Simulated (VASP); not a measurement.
Set up this calculation in VASP 6.6.1, as the native input.

```yaml
Task: single point
Functional: HSE06
Potentials_or_basis: VASP PAW PBE potentials, release 64 (Al, N)
Cutoff: 520 eV
k_mesh: 6 × 6 × 6
Occupations: fermi-dirac, width 0.02 eV
Spin: no spin polarisation
Dipole_correction: no
Grid_for_exact_exchange_PRECFOCK: Normal
Further_INCAR_settings: ALGO = Normal; EDIFF = 1e-06; NBANDS = 11
Share_of_exact_exchange: 0.25
Screening_parameter: 0.2079 1/Å
```

The system is AlN.

```
Al N
1.0
     0.00000    2.18269    2.18269
     2.18269    0.00000    2.18269
     2.18269    2.18269    0.00000
Al N
1 1
Direct
  0.00000 0.00000 0.00000
  0.75000 0.75000 0.75000
```

One way to write it, as run:

POSCAR

```
AlN
1.0
    0.0000000000      2.1826920362      2.1826920362
    2.1826920362      0.0000000000      2.1826920362
    2.1826920362      2.1826920362      0.0000000000
Al N
1 1
Direct
    0.0000000000      0.0000000000      0.0000000000
    0.7500000000      0.7500000000      0.7500000000
```

INCAR.step1

```
SYSTEM = AlN
PREC = Accurate
ENCUT = 520
EDIFF = 1E-5
ISMEAR = -1
SIGMA = 0.02
LREAL = .False.
LASPH = .True.
NELM = 60
ALGO = Normal
ISIF = 2
LWAVE = .True.
LCHARG = .False.
GGA = PE
NBANDS = 11
```

INCAR.step2

```
SYSTEM = AlN
PREC = Accurate
ENCUT = 520
EDIFF = 1E-6
ISMEAR = -1
SIGMA = 0.02
LREAL = .False.
LASPH = .True.
NELM = 60
ALGO = Normal
ISIF = 2
LWAVE = .False.
LCHARG = .False.
GGA = PE
LHFCALC = .True.
HFSCREEN = 0.2079
PRECFOCK = Normal
ISTART = 1
NBANDS = 11
```

KPOINTS

```
regular mesh
0
Gamma
  6 6 6
  0 0 0
```

Potentials or basis: VASP PAW PBE potentials, release 64 (Al, N).

Launch:

```console
$ cat potpaw_PBE.64/Al/POTCAR potpaw_PBE.64/N/POTCAR > POTCAR
$ cp INCAR.step1 INCAR
$ mpirun -np 1 vasp_std > vasp.out
$ cp INCAR.step2 INCAR
$ mpirun -np 1 vasp_std > vasp.out
```

It gave:

| Quantity | Value |
| --- | --- |
| Pressure | -0.2 GPa |
| Band gap on the k mesh | 4.56 eV (least direct gap 5.57 eV) |

Caveat: the PAW data sets were made with another functional, which shifts forces and pressure a little.

Run time: 8.9 min on 1 thread of Intel Xeon 8259CL, with other jobs on the host, peak memory 0.24 GiB.
